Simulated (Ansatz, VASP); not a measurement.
# One calculation of SrCl2, two programs

```
Sr Cl
1.0
     0.00000    3.45532    3.43804
     3.45532    0.00000    3.43804
     3.45532    3.45532    0.00000
Sr Cl
1 2
Cartesian
  0.0000 0.0000 0.0000
  1.7277 1.7277 1.7190
  5.1830 5.1830 5.1571
```

Change from the starting cell: z stretched by -0.5 %, x and y held.

Alike in both runs: task single point; functional PBEsol; k mesh 6 × 6 × 6; no spin polarisation.

|  | VASP | Ansatz |
| --- | --- | --- |
| version | VASP 6.6.1 | Ansatz 0.2.0 |
| potentials or method | VASP PAW PBE potentials, release 64 (Sr_sv, Cl), cutoff 520 eV | all-electron LAPW, scalar-relativistic |
| occupations | gaussian, width 0.01 eV | fixed |

```csv
,VASP,Ansatz,Ansatz less VASP
gap on the k mesh at the Fermi level (eV),5.23,5.25,+0.011
pressure (GPa),0.3,0.1,-0.15
"traceless stress, the component that is largest in VASP (GPa)",0.18,0.18,+0.001
```

VASP's potentials were made for PBE, not for PBEsol. Ansatz ran all-electron here, and VASP with PAW potentials.
